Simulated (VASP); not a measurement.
A run of VASP 6.6.1 is set up as follows.

Contents of INCAR:

```
SYSTEM = LiCl
ALGO = Normal
EDIFF = 1E-6
ENCUT = 520
GGA = PE
ISIF = 2
ISMEAR = -1
LASPH = .TRUE.
LCHARG = .FALSE.
LREAL = .FALSE.
LWAVE = .FALSE.
NBANDS = 18
NELM = 100
PREC = Accurate
SIGMA = 0.05
```

File KPOINTS:

```
k-points
0
G
  8 8 4
  0 0 0
```

POSCAR

```
LiCl
1.0
    3.8718367570      0.0000000000      0.0000000000
   -1.9359183785      3.3531089909      0.0000000000
    0.0000000000      0.0000000000      6.2712428867
Cl Li
2 2
Direct
    0.3333333333      0.6666666667      0.9989840000
    0.6666666667      0.3333333333      0.4989840000
    0.3333333333      0.6666666667      0.3760170000
    0.6666666667      0.3333333333      0.8760170000
```

Potentials or basis: VASP PAW PBE potentials, release 64 (Cl, Li_sv).

Command:

```sh
$ cat potpaw_PBE.64/Cl/POTCAR potpaw_PBE.64/Li_sv/POTCAR > POTCAR
$ mpirun -np 1 vasp_std > vasp.out
```

(1) What does it give for the band gap on the k mesh?

(2) Estimate the largest force.

Answers

(1) 6.08 eV, direct.

(2) 0.018 eV/Å.
